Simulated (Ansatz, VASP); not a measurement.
## One calculation of Rb, two programs

INCAR

```
SYSTEM = Rb
PREC = Accurate ; ENCUT = 520
EDIFF = 1E-7 ; ISMEAR = -1
SIGMA = 0.05 ; LREAL = .FALSE.
LASPH = .TRUE. ; NELM = 60
ALGO = Fast ; ISIF = 2
LWAVE = .FALSE. ; LCHARG = .FALSE.
GGA = PS ; NBANDS = 10
```

File KPOINTS:

```
Automatic mesh
0
G
  4 4 4
  0 0 0
```

File POSCAR:

```
Rb
1.0
   -2.8025000000      2.8025000000      2.8025000000
    2.8025000000     -2.8025000000      2.8025000000
    2.8025000000      2.8025000000     -2.8025000000
Rb
1
Direct
    0.0000000000      0.0000000000      0.0000000000
```

input.yaml

```yaml
crystal:
  lattice:
    - [-2.8025, 2.8025, 2.8025]
    - [2.8025, -2.8025, 2.8025]
    - [2.8025, 2.8025, -2.8025]
  atoms:
    - { symbol: Rb, position: [0.0, 0.0, 0.0] }
hamiltonian:
  xc: pbesol
  pseudopotentials: { kind: paw }
kpoints:
  mp_grid: { grid: [4, 4, 4] }
  band_path:
    path:
      - [[0.0, 0.0, 0.0], [0.5, -0.5, 0.5], [0.0, 0.0, 0.5], [0.0, 0.0, 0.0], [0.25, 0.25, 0.25], [0.5, -0.5, 0.5]]
      - [[0.25, 0.25, 0.25], [0.0, 0.0, 0.5]]
    npoints: 14
scf:
  occupations: { method: fermi_dirac, width: 0.05 }
  n_extra_bands: 6
output:
  forces: true
  stress: true
  eigenvalues: true
  fatbands: false
```

Alike in both runs: functional PBEsol; k mesh 4 × 4 × 4; occupations fermi-dirac, width 0.05 eV; no spin polarisation.

|  | VASP | Ansatz |
| --- | --- | --- |
| version | VASP 6.6.1 | Ansatz 0.2.0 |
| potentials or method | VASP PAW PBE potentials, release 64 (Rb_sv) | Ansatz PAW |
| plane-wave cutoff (eV) | 520 | 420 |
| valence electrons in the cell | 9 | 9 |
| task | single point | band structure |

```tsv
	VASP	Ansatz	Ansatz less VASP
gap on the k mesh at the Fermi level (eV)	none	none	-
pressure (GPa)	0.0	0.0	0.00
```

VASP's potentials were made for PBE, not for PBEsol. A gap of «none» marks a metal or a gap that the smearing closes. With one functional, cell and mesh, what is left measures potentials, basis and numerics.

The k mesh is coarse, so the values compare programs but aren't converged.
